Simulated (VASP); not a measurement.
A run of VASP 6.6.1 is set up as follows.

The input INCAR:

```
SYSTEM = Sm2ZnTe3
ALGO = Normal
EDIFF = 1E-6
ENCUT = 500
GGA = PE
GGA_COMPAT = .FALSE.
ISIF = 2
ISMEAR = 0
LASPH = .TRUE.
LCHARG = .TRUE.
LELF = .TRUE.
LMAXMIX = 6
LREAL = .FALSE.
LVHAR = .TRUE.
LWAVE = .FALSE.
NBANDS = 35
NELM = 200
PREC = Accurate
SIGMA = 0.1
```

Contents of KPOINTS:

```
k-points
0
G
  3 3 4
  0 0 0
```

POSCAR

```
Sm2ZnTe3
1.0
    6.3180102200      0.0000000000      0.0000000000
   -3.1590051100      5.4715573500      0.0000000000
    0.0000000000      0.0000000000      6.0405133100
Sm Zn Te
2 1 3
Direct
    0.3333333300      0.6666666700      0.0000000000
    0.6666666700      0.3333333300      0.0000000000
    0.0000000000      0.0000000000      0.0000000000
    0.3333333300      0.6666666700      0.5000000000
    0.6666666700      0.3333333300      0.5000000000
    0.0000000000      0.0000000000      0.5000000000
```

Potentials or basis: VASP PAW PBE potentials, release 64 (Sm_3, Zn, Te), 4f in core.

Run with:

```sh
$ cat potpaw_PBE.64/Sm_3/POTCAR potpaw_PBE.64/Zn/POTCAR potpaw_PBE.64/Te/POTCAR > POTCAR
$ mpirun -np 1 vasp_std > vasp.out
```

**Question.** Estimate the pressure.

**Answer.** -2.1 GPa.

**Question.** What does it give for the band gap on the k mesh?

**Answer.** Zero (bands 26 and 27 overlap by 0.30 eV).

Stress tensor (GPa, compression positive):
```
-3.21  0.00  0.00
 0.00 -3.21  0.00
 0.00  0.00  0.11
```

Caveat: the k points lie up to 0.38 Å⁻¹ apart; spin-orbit coupling is left out, which moves the levels of the heavy elements; the 4f electrons are frozen in the core, so they carry no moment and show no levels. Spin polarisation is off, so any magnetic state and its effect on volume and gap are missing.
